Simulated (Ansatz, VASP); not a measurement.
# Two plane-wave programs on Sb

```
Sb
1.0
     2.15420    1.24373    3.75800
    -2.15420    1.24373    3.75800
     0.00000   -2.48746    3.75800
Sb
2
Direct
  0.76651 0.76651 0.76651
  0.23349 0.23349 0.23349
```

Alike in both runs: functional LDA; k mesh 8 × 8 × 8; occupations fermi-dirac, width 0.05 eV; no spin polarisation.

|  | VASP | Ansatz |
| --- | --- | --- |
| version | VASP 6.6.1 | Ansatz 0.2.0 |
| potentials or method | VASP PAW LDA potentials, release 64 (Sb_d_GW) | Ansatz PAW |
| plane-wave cutoff (eV) | 500 | 420 |
| valence electrons in the cell | 30 | 30 |
| task | single point | band structure |

```tsv
	VASP	Ansatz	Ansatz less VASP
gap on the k mesh at the Fermi level (eV)	none	none	-
pressure (GPa)	-1.2	-1.2	+0.04
traceless stress, the component that is largest in VASP (GPa)	-0.31	-0.29	+0.020
rms of the force components (eV/Å)	0.012	0.006	-0.0062
```

LDA's correlation is that of Perdew and Zunger in VASP and of Perdew and Wang (1992) in Ansatz. Atom by atom the forces differ by 0.006 eV/Å (rms over components). A gap of «none» marks a metal or a gap that the smearing closes.

Neither program's run includes spin-orbit coupling.
